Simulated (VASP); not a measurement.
Wanted: the native input for a VASP 6.6.1 run.

| Quantity | Value |
| --- | --- |
| Task | single point |
| Functional | PBE |
| Potentials or basis | VASP PAW PBE potentials, release 64 (Pd) |
| Cutoff | 520 eV |
| k mesh | 13 × 13 × 13 |
| Occupations | fermi-dirac, width 0.1 eV |
| Spin | no spin polarisation |
| Dipole correction | no |
| Further INCAR settings | ALGO = Normal; EDIFF = 1e-06; NBANDS = 11 |

The structure of Pd lies in POSCAR:

```
Pd
1.0
    2.6835732805      0.0000000000      0.0000000000
    0.0000000000      2.6835732805      0.0000000000
    0.0000000000      0.0000000000      2.6835732805
Pd
1
Direct
    0.0000000000      0.0000000000      0.0000000000
```

This cell differs from its parent crystal: volume scaled by 1.08.

One way to write it, as run:

INCAR

```
SYSTEM = Pd
  PREC = Accurate
  ENCUT = 520
  EDIFF = 1E-6
  ISMEAR = -1
  SIGMA = 0.1
  LREAL = .FALSE.
  LASPH = .TRUE.
  NELM = 100
  ALGO = Normal
  ISIF = 2
  LWAVE = .FALSE.
  LCHARG = .FALSE.
  GGA = PE
  NBANDS = 11
```

KPOINTS

```
Automatic mesh
0
G
  13 13 13
  0 0 0
```

Potentials or basis: VASP PAW PBE potentials, release 64 (Pd).

Command:

```console
$ cat potpaw_PBE.64/Pd/POTCAR > POTCAR
$ mpirun -np 1 vasp_std > vasp.out
```

It gave:

| Item | Value |
| --- | --- |
| Pressure | -7.8 GPa |
| Band gap on the k mesh | zero (band 5 reaches 7.01 eV, above the bottom of band 6 at 5.56 eV) |

It took 4.6 s on 1 thread of Intel(R) Xeon(R) 6975P-C (Granite Rapids), with other jobs on the host, peak memory 0.13 GiB.
